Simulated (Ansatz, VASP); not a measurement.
## NaCl in VASP and in Ansatz

```
Na Cl
1.0
     0.00000    2.59900    2.59900
     2.59900    0.00000    2.59900
     2.59900    2.59900    0.00000
Na Cl
1 1
Cartesian
  0.0000 0.0000 0.0000
  2.5990 2.5990 2.5990
```

Alike in both runs: task single point; functional PBE; k mesh 8 × 8 × 8; occupations gaussian, width 0.05 eV; no spin polarisation.

|  | VASP | Ansatz |
| --- | --- | --- |
| version | VASP 6.6.1 | Ansatz 0.2.0 |
| potentials or method | VASP PAW PBE potentials, release 64 (Na_pv, Cl), cutoff 520 eV | scalar-relativistic, plane waves, PAW |
| valence electrons in the cell | 14 | 16 |

```csv
,VASP,Ansatz,Ansatz less VASP
gap on the k mesh at the Fermi level (eV),6.24,6.24,+0.001
least direct gap on the mesh (eV),6.24,6.24,+0.001
pressure (GPa),12.3,12.3,-0.02
```

VASP's potentials hold 14 valence electrons a cell and Ansatz's 16, so a difference there can come from the potentials and not from the codes.
